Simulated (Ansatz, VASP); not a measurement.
## One calculation of Al, two programs

```
Al
1.0
     0.00000    2.01742    2.01742
     2.01742    0.00000    2.01742
     2.01742    2.01742    0.00000
Al
1
Direct
  0.00000 0.00000 0.00000
```

Alike in both runs: task single point; functional PBE; k mesh 13 × 13 × 13; occupations methfessel-paxton of order 1, width 0.05 eV; no spin polarisation.

```csv
,VASP,Ansatz
version,VASP 6.6.1,Ansatz 0.2.0
potentials or method,"VASP PAW PBE potentials, release 64 (Al), cutoff 500 eV","PAW, plane waves, scalar-relativistic"
valence electrons in the cell,3,3
```

```csv
,VASP,Ansatz,Ansatz less VASP
pressure (GPa),0.3,0.4,+0.04
```
